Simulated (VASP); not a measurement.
Write the native input for VASP 6.6.1 that does the following.

```yaml
Task: relaxation of cell and atoms
Functional: RPBE
Potentials_or_basis: VASP PAW PBE potentials, release 64 (Ga_d, N)
Cutoff: 600 eV
k_mesh: 10 × 10 × 10
Occupations: fermi-dirac, width 0.05 eV
Spin: no spin polarisation
Dipole_correction: no
Further_INCAR_settings: ALGO = Normal; EDIFF = 1e-06; IBRION = 2; EDIFFG = -0.005; NSW = 80; ISIF = 3
```

The structure of GaN lies in POSCAR:

```
GaN
1.0
    0.0000000000      2.2535006075      2.2535006075
    2.2535006075      0.0000000000      2.2535006075
    2.2535006075      2.2535006075      0.0000000000
Ga N
1 1
Direct
    0.0000000000      0.0000000000      0.0000000000
    0.2500000000      0.2500000000      0.2500000000
```

One way to write it, as run:

INCAR

```
SYSTEM = GaN
ALGO = Normal ; EDIFF = 1E-6
EDIFFG = -0.005 ; ENCUT = 600
GGA = RP ; IBRION = 2
ISIF = 3 ; ISMEAR = -1
LASPH = .TRUE. ; LCHARG = .FALSE.
LREAL = .FALSE. ; LWAVE = .FALSE.
NELM = 80 ; NSW = 80
PREC = Accurate ; SIGMA = 0.05
```

KPOINTS

```
k-points
0
G
  10 10 10
  0 0 0
```

Potentials or basis: VASP PAW PBE potentials, release 64 (Ga_d, N).

Run with:

```console
$ cat potpaw_PBE.64/Ga_d/POTCAR potpaw_PBE.64/N/POTCAR > POTCAR
$ mpirun -np 1 vasp_std > vasp.out
```

It gave:

```json
{
  "Relaxed volume": "12.02 Å³/atom",
  "Relaxed cell": "a = 3.240 Å, b = 3.240 Å, c = 3.240 Å, α = 60.00°, β = 60.00°, γ = 60.00°",
  "Space group after relaxing (to 0.05 Å)": "F-43m (No. 216)",
  "Energy gained by relaxing": "15.5 meV/atom",
  "Ionic steps": "15",
  "Pressure after relaxing": "0.0 GPa",
  "Band gap on the k mesh": "1.46 eV, direct"
}
```

Caveat: the PAW data sets were made with another functional, which shifts forces and pressure a little.

Wall time 61 s on 1 thread of Intel Xeon 6975P-C (shared host), peak memory 0.18 GiB.
